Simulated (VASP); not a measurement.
# Si24O47 (a cell with a defect) in VASP: a series of runs, part 2 of 2

VASP 6.6.1. The steps go on from the part before.

### 3 Single point, PBEsol

File INCAR:

```
  ALGO = Normal
  EDIFF = 1E-6
  ENCUT = 520
  GGA = PS
  GGA_COMPAT = False
  ISIF = 2
  ISMEAR = -1
  ISYM = -1
  LASPH = True
  LCHARG = True
  LELF = True
  LREAL = Auto
  LVHAR = True
  LWAVE = False
  NBANDS = 230
  NELM = 120
  PREC = Accurate
  SIGMA = 0.05
```

File KPOINTS:

```
explicit points
1
Reciprocal
  0.25000000   0.25000000   0.25000000 1
```

File POSCAR:

```
Si24O47
1.0
    9.9016390000      0.0000000000      0.0000000000
   -4.9508190000      8.5750710000      0.0000000000
    0.0000000000      0.0000000000     10.8858800000
Si O
24 47
Direct
    0.2362680000      0.9998580000      0.1685790000
    0.2394490000      0.9972050000      0.6628430000
    0.2340440000      0.5002210000      0.1660370000
    0.2455400000      0.4886440000      0.6610360000
    0.7373700000      0.9977920000      0.1628350000
    0.7324940000      0.9989880000      0.6658690000
    0.7238220000      0.4979490000      0.1746240000
    0.7436450000      0.5068630000      0.6715930000
    0.9922440000      0.2369080000      0.3296190000
    0.9968340000      0.2351740000      0.8320050000
    0.9994480000      0.7339770000      0.3329490000
    0.0069850000      0.7447420000      0.8358540000
    0.4691000000      0.2471340000      0.3497070000
    0.4998160000      0.2387270000      0.8322370000
    0.5026140000      0.7329910000      0.3306260000
    0.5020160000      0.7316900000      0.8319240000
    0.2600190000      0.2618880000      0.9998020000
    0.2796160000      0.2642140000      0.4824700000
    0.2733860000      0.7707080000      0.0012400000
    0.2648350000      0.7538980000      0.4972970000
    0.7622360000      0.2658870000      0.0003950000
    0.7523430000      0.2671300000      0.5049000000
    0.7654850000      0.7627150000      0.9992740000
    0.7688620000      0.7679960000      0.4993590000
    0.2047420000      0.1295600000      0.1055390000
    0.2214540000      0.1266750000      0.5860550000
    0.2096920000      0.6360190000      0.1059390000
    0.2083990000      0.6123690000      0.5944730000
    0.7093960000      0.1316900000      0.1043890000
    0.7017630000      0.1313250000      0.6073830000
    0.7033480000      0.6334020000      0.1082320000
    0.7139250000      0.6369480000      0.6066520000
    0.3582540000      0.0797940000      0.2813680000
    0.3690170000      0.0777840000      0.7702150000
    0.3670190000      0.5701420000      0.2727190000
    0.3681390000      0.5688980000      0.7734330000
    0.8714100000      0.0706360000      0.2677220000
    0.8599270000      0.0724930000      0.7756590000
    0.8596700000      0.5716810000      0.2785390000
    0.8720040000      0.5807460000      0.7802270000
    0.4218780000      0.2946450000      0.9370060000
    0.4290410000      0.7935760000      0.4350010000
    0.4324660000      0.7922310000      0.9405380000
    0.8974560000      0.2845650000      0.4247070000
    0.9249920000      0.3038850000      0.9334880000
    0.9318810000      0.8000310000      0.4389460000
    0.9319600000      0.7968460000      0.9452630000
    0.1287180000      0.2190700000      0.3954110000
    0.1235180000      0.2010640000      0.8973470000
    0.1319080000      0.7034380000      0.3921170000
    0.1446170000      0.7207710000      0.8926580000
    0.5989540000      0.2241780000      0.4237590000
    0.6296080000      0.2070550000      0.8945050000
    0.6352570000      0.7046880000      0.3930590000
    0.6370870000      0.7033880000      0.8894960000
    0.0689500000      0.3710230000      0.2245330000
    0.0810990000      0.3551820000      0.7186210000
    0.0730980000      0.8602610000      0.2222500000
    0.0746360000      0.8750100000      0.7272630000
    0.5595800000      0.3782360000      0.2419480000
    0.5786900000      0.3726070000      0.7271740000
    0.5762060000      0.8636480000      0.2232120000
    0.5711970000      0.8611650000      0.7232740000
    0.2898690000      0.4239640000      0.0600160000
    0.3196560000      0.4222390000      0.5597020000
    0.3069960000      0.9323620000      0.0660450000
    0.2948330000      0.9088390000      0.5685980000
    0.7774060000      0.4178280000      0.0694040000
    0.8096640000      0.4337280000      0.5709550000
    0.7935840000      0.9261960000      0.0542120000
    0.7945060000      0.9293050000      0.5584920000
```

Potentials or basis: VASP PAW PBE potentials, release 64 (Si, O).

On the command line:

```console
$ cat potpaw_PBE.64/Si/POTCAR potpaw_PBE.64/O/POTCAR > POTCAR
$ mpirun -np 1 vasp_std > vasp.out
```

OUTCAR:

```text
EDIFF = 1E-6
   ENCUT = 520
   GGA = PS
   ISIF = 2
   ISMEAR = -1
   ISYM = -1
   LASPH = True
   LREAL = Auto
   NELM = 120
   PREC = Accurate

 ion  position               nearest neighbor table
   1  0.236  1.000  0.169-  25 1.62  58 1.62  33 1.62  66 1.63  19 3.07  11 3.08  17 3.09  13 3.09

   2  0.239  0.997  0.663-  67 1.61  26 1.61  34 1.62  59 1.63  12 3.06  14 3.10  20 3.12
   3  0.234  0.500  0.166-  27 1.62  56 1.62  64 1.62  35 1.63   9 3.08  15 3.08  19 3.08  17 3.08

   4  0.246  0.489  0.661-  28 1.62  36 1.62  57 1.62  65 1.63  18 3.10  16 3.10  20 3.10  10 3.11

   5  0.737  0.998  0.163-  70 1.61  29 1.61  62 1.62  37 1.62   9 3.05  23 3.05  15 3.09  21 3.10
[... 19 lines left out ...]
  16  0.502  0.732  0.832-  36 1.62  63 1.62  55 1.62  43 1.63  23 3.07   6 3.07  19 3.09   4 3.10

  17  0.260  0.262  1.000-  64 1.62  49 1.62  41 1.62  25 1.62  10 3.08   3 3.08   1 3.09  14 3.09

  18  0.280  0.264  0.482-  48 1.63  26 1.64  65 1.64  13 2.44   4 3.10
  19  0.273  0.771  0.001-  43 1.62  27 1.62  51 1.62  66 1.62   1 3.07   3 3.08  16 3.09  12 3.10

[... 306 lines left out ...]
  band No.  band energies     occupation
      1     -18.2844      2.00000
      2     -18.1379      2.00000
      3     -18.1199      2.00000
      4     -18.0742      2.00000
      5     -17.9833      2.00000
      6     -17.9256      2.00000
[... 193 lines left out ...]
    200       9.3886      0.00000
    201       9.4993      0.00000
 [bands above 201 left out]

------------------------ aborting loop because EDIFF is reached ----------------------------------------

  FORCE on cell =-STRESS in cart. coord.  units (eV):
  Direction    XX          YY          ZZ          XY          YZ          ZX
  --------------------------------------------------------------------------------------
  -------------------------------------------------------------------------------------
  Total       -1.8453379      4.4071472      0.6248517     -1.6108436      1.8146262      4.0452017
  in kB       -3.1987339      7.6394093      1.0831265     -2.7922583      3.1454979      7.0120081
  external PRESSURE =       1.8412673 kB  Pullay stress =       0.0000000 kB

 VOLUME and BASIS-vectors are now :
 -----------------------------------------------------------------------------
  energy-cutoff  :      520.00
  volume of cell :      924.29
      direct lattice vectors                 reciprocal lattice vectors
     9.901639000  0.000000000  0.000000000     0.100993381  0.058308549  0.000000000
    -4.950819000  8.575071000  0.000000000     0.000000000  0.116617110  0.000000000
     0.000000000  0.000000000 10.885880000     0.000000000  0.000000000  0.091862119

 POSITION                                       TOTAL-FORCE (eV/Angst)
 -----------------------------------------------------------------------------------
     -2.61068      8.57385      1.83513        -0.008814     -0.001883     -0.001987
     -2.56604      8.55110      7.21563        -0.011112      0.004181     -0.008934
     -0.15908      4.28943      1.80746        -0.015985     -0.001758      0.000224
      0.01206      4.19016      7.19596        -0.004336     -0.009414     -0.000222
      2.36128      8.55614      1.77260        -0.019097     -0.002041     -0.001852
      2.30708      8.56639      7.24857        -0.015039      0.001072     -0.005920
[... 63 lines left out ...]
      3.27235      7.94220      0.59015         0.001764      0.022961     -0.015128
      3.26609      7.96886      6.07968        -0.001865      0.019586     -0.008931
 -----------------------------------------------------------------------------------
    total drift:                               -0.001670      0.005748      0.028725

  FREE ENERGIE OF THE ION-ELECTRON SYSTEM (eV)
  ---------------------------------------------------
  free  energy   TOTEN  =      -581.6334291614 eV

  energy  without entropy=     -581.6334291613  energy(sigma->0) =     -581.63342916
```

OSZICAR:

```text
N       E                     dE             d eps       ncg     rms          rms(c)
DAV:   1     0.253333707911E+04    0.25333E+04   -0.19941E+05   460   0.152E+03
DAV:   2    -0.429406219642E+03   -0.29627E+04   -0.29032E+04   546   0.349E+02
DAV:   3    -0.645918722090E+03   -0.21651E+03   -0.21555E+03   536   0.102E+02
DAV:   4    -0.649859913605E+03   -0.39412E+01   -0.39301E+01   560   0.143E+01
DAV:   5    -0.649940276116E+03   -0.80363E-01   -0.80267E-01   544   0.194E+00    0.686E+01
DAV:   6    -0.582249873467E+03    0.67690E+02   -0.30216E+02   520   0.344E+01    0.330E+01
DAV:   7    -0.581799436720E+03    0.45044E+00   -0.78200E+00   560   0.542E+00    0.122E+01
DAV:   8    -0.581582882726E+03    0.21655E+00   -0.37937E-01   552   0.181E+00    0.447E+00
DAV:   9    -0.581618696349E+03   -0.35814E-01   -0.13680E-01   520   0.110E+00    0.845E-01
DAV:  10    -0.581628952296E+03   -0.10256E-01   -0.13712E-02   544   0.260E-01    0.399E-01
DAV:  11    -0.581633001231E+03   -0.40489E-02   -0.47251E-03   528   0.190E-01    0.763E-02
DAV:  12    -0.581633268374E+03   -0.26714E-03   -0.55564E-04   544   0.637E-02    0.364E-02
DAV:  13    -0.581633391933E+03   -0.12356E-03   -0.22557E-04   520   0.391E-02    0.278E-02
DAV:  14    -0.581633418718E+03   -0.26785E-04   -0.41663E-05   560   0.195E-02    0.165E-02
DAV:  15    -0.581633428168E+03   -0.94493E-05   -0.22477E-05   504   0.111E-02    0.520E-03
DAV:  16    -0.581633429185E+03   -0.10174E-05   -0.19030E-06   384   0.442E-03    0.141E-03
DAV:  17    -0.581633429161E+03    0.23785E-07   -0.67094E-07   352   0.284E-03
   1 F= -.58163343E+03 E0= -.58163343E+03  d E =-.912530E-10
```

stdout:

```text
POSCAR found type information on POSCAR SiO
 POSCAR found :  2 types and      71 ions
 scaLAPACK will be used
 -----------------------------------------------------------------------------
|                                                                             |
|                                                                             |
|     You enforced a specific xc type in the INCAR file but a different       |
|     I HOPE YOU KNOW WHAT YOU ARE DOING!                                     |
|                                                                             |
 -----------------------------------------------------------------------------

 LDA part: xc-table for (Slater+PW92), standard interpolation
 POSCAR, INCAR and KPOINTS ok, starting setup
 FFT: planning ... GRIDC
 FFT: planning ... GRID_SOFT
 FFT: planning ... GRID
 WAVECAR not read
 entering main loop
```

Wall time 9.1 min (1 thread of Intel Xeon Platinum 8259CL at 2.50GHz (Skylake/Cascade Lake), shared host); peak memory 1 GiB.

What came out:

- Free energy: -581.6334 eV
- Pressure: 0.2 GPa
- Largest force: 0.104 eV/Å
- Band gap on the k mesh: 5.94 eV

Forces on the atoms (eV/Å):
```
Si  -0.009 -0.002 -0.002
Si  -0.011  0.004 -0.009
Si  -0.016 -0.002  0.000
Si  -0.004 -0.009  0.000
Si  -0.019 -0.002 -0.002
Si  -0.015  0.001 -0.006
Si  -0.018 -0.014  0.001
Si  -0.019  0.006  0.008
Si   0.008 -0.005  0.018
Si  -0.001 -0.007  0.000
Si   0.011 -0.014 -0.003
Si   0.012 -0.008  0.001
Si  -0.073  0.010  0.060
Si   0.002 -0.010  0.001
Si   0.012 -0.015 -0.007
Si   0.004 -0.015  0.003
Si   0.006  0.010  0.001
Si   0.084  0.005 -0.060
Si   0.009  0.015 -0.002
Si   0.001  0.014  0.000
Si   0.010  0.020  0.003
Si   0.006  0.004 -0.015
Si   0.012  0.005  0.000
Si   0.005  0.012 -0.001
O   -0.017  0.005  0.012
O   -0.009  0.002  0.004
O   -0.017  0.009  0.009
O   -0.014  0.002  0.005
O   -0.014  0.010  0.011
O   -0.013  0.005  0.009
O   -0.020  0.010  0.007
O   -0.014  0.006  0.006
O    0.008 -0.027  0.008
O    0.000 -0.016  0.009
O    0.004 -0.021  0.009
O    0.002 -0.020  0.013
O    0.008 -0.026  0.008
O    0.001 -0.018  0.008
O    0.003 -0.019  0.010
O    0.003 -0.017  0.014
O    0.013  0.011  0.010
O    0.011  0.015  0.010
O    0.013  0.013  0.008
O    0.005  0.000  0.004
O    0.012  0.014  0.005
O    0.021  0.015  0.011
O    0.013  0.013  0.015
O    0.001  0.000 -0.006
O    0.010 -0.011 -0.014
O    0.011 -0.009 -0.010
O    0.019 -0.009 -0.010
O    0.009  0.000  0.006
O    0.017 -0.013 -0.011
O    0.018 -0.010 -0.008
O    0.016 -0.012 -0.008
O   -0.015 -0.007 -0.012
O   -0.014 -0.009 -0.012
O   -0.018 -0.011 -0.008
O   -0.025 -0.005 -0.008
O   -0.012 -0.001 -0.007
O   -0.017 -0.005 -0.013
O   -0.016 -0.008 -0.004
O   -0.017 -0.009 -0.007
O    0.003  0.016 -0.011
O    0.014  0.026 -0.003
O    0.005  0.022 -0.009
O    0.004  0.008 -0.001
O   -0.002  0.009 -0.006
O    0.014  0.027 -0.006
O    0.002  0.023 -0.015
O   -0.002  0.020 -0.009
```

Levels at points of the mesh, in eV from the valence-band top:
```tsv
k point	band 186	band 187	band 188	band 189	band 190	band 191	band 192	band 193
(0.25, 0.25, 0.25)	-0.51	-0.49	-0.47	0.00	5.94	6.20	6.48	6.55
```

Caveat: the PAW data sets were made with another functional, which shifts forces and pressure a little.
